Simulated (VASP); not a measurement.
Wanted: the native input for a VASP 6.6.1 run.

```yaml
Task: single point
Functional: PBE
Potentials_or_basis: VASP PAW PBE potentials, release 64 (Zr_sv)
Cutoff: 520 eV
k_mesh: 13 × 13 × 7
Occupations: fermi-dirac, width 0.08 eV
Spin: no spin polarisation
Dipole_correction: no
Further_INCAR_settings: ALGO = Normal; EDIFF = 1e-06; NBANDS = 19
```

The structure of Zr lies in POSCAR:

```
Zr
1.0
    3.2745293923      0.0000000000      0.0000000000
   -1.6372646961      2.8358256391      0.0000000000
    0.0000000000      0.0000000000      5.2147314515
Zr
2
Direct
    0.3333333333      0.6666666667      0.2500000000
    0.6666666667      0.3333333333      0.7500000000
```

One way to write it, as run:

INCAR

```
PREC = Accurate ; ENCUT = 520
EDIFF = 1E-6 ; ISMEAR = -1
SIGMA = 0.08 ; LREAL = F
LASPH = T ; NELM = 80
ALGO = Normal ; ISIF = 2
LWAVE = F ; LCHARG = F
GGA = PE ; NBANDS = 19
```

KPOINTS

```
Automatic mesh
0
Gamma
  13 13 7
```

Potentials or basis: VASP PAW PBE potentials, release 64 (Zr_sv).

Launch:

```sh
$ cat potpaw_PBE.64/Zr_sv/POTCAR > POTCAR
$ mpirun -np 1 vasp_std > vasp.out
```

Results of the run:

The pressure is -3.0 GPa. The band gap on the k mesh is zero (bands 12 and 13 overlap by 1.11 eV).

Caveat: the cell stands under tension.

It took 100 s on 1 thread of Intel Xeon 8259CL, on a shared host, peak memory 0.2 GiB.
